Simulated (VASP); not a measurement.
The system is Ca3H2Pt.

```
Ca H Pt
1.0
     3.19571    0.00000    0.00000
     0.00000    3.19571    0.00000
     0.00000    0.00000    9.55425
Ca H Pt
3 2 1
Direct
  0.50000 0.50000 0.18374
  0.50000 0.50000 0.50000
  0.50000 0.50000 0.81625
  0.00000 0.00000 0.33426
  0.00000 0.00000 0.66574
  0.00000 0.00000 0.00000
```

The cell was generated, and may not be a known phase.

- Program: VASP 6.6.1
- Task: relaxation of cell and atoms
- Functional: PBE
- Potentials or basis: VASP PAW PBE potentials, release 64 (Ca_sv, H, Pt_sv_GW)
- Cutoff: 570 eV
- k mesh: 6 × 6 × 2
- Occupations: gaussian, width 0.1 eV
- Spin: no spin polarisation

At the start: pressure 8.7 GPa; volume 16.26 Å³/atom.

Task: Where does the relaxation end?

Result: Over 22 steps the energy falls by 142.9 meV/atom and the volume is 20.53 Å³/atom (+26.2 %); space group P4/mmm (No. 123, to 0.1 Å) before and after.

The path:
```tsv
step	energy change (eV)	largest force (eV/Å)	pressure (GPa)	volume (Å³)
1	0.0000	0.3576	8.70	97.57
2	-0.4151	0.8321	1.30	110.58
3	-0.4387	0.9397	-0.64	115.43
4	-0.5258	0.6612	-0.60	116.64
5	-0.6308	0.3235	-0.15	119.81
6	-0.6324	0.3315	-0.05	120.27
7	-0.6540	0.3413	-0.04	120.36
8	-0.7098	0.3079	0.03	120.60
9	-0.7222	0.2714	0.24	121.02
10	-0.7369	0.2185	0.13	120.84
11	-0.7491	0.1911	0.09	120.95
12	-0.7813	0.1352	0.01	121.30
13	-0.8217	0.0462	-0.15	121.98
14	-0.7811	0.3282	-0.47	123.28
15	-0.8274	0.1242	-0.24	122.33
16	-0.8436	0.0908	0.01	121.85
17	-0.8529	0.0396	0.44	121.10
18	-0.8530	0.0370	0.47	121.06
19	-0.8553	0.0765	0.09	122.16
20	-0.8555	0.0920	-0.05	122.59
21	-0.8564	0.0613	-0.03	122.81
22	-0.8572	0.0210	0.00	123.18
```

Final structure:
```
CELL_PARAMETERS angstrom
3.40502 0.00000 0.00000
0.00000 3.40502 0.00000
0.00000 0.00000 10.62471
ATOMIC_POSITIONS crystal
Ca 0.50000 0.50000 0.15853
Ca 0.50000 0.50000 0.50000
Ca 0.50000 0.50000 0.84147
H 0.00000 0.00000 0.38855
H 0.00000 0.00000 0.61145
Pt 0.00000 0.00000 0.00000
```

Caveat: the volume moved by over 15 % at a fixed basis, so the end points are rough.
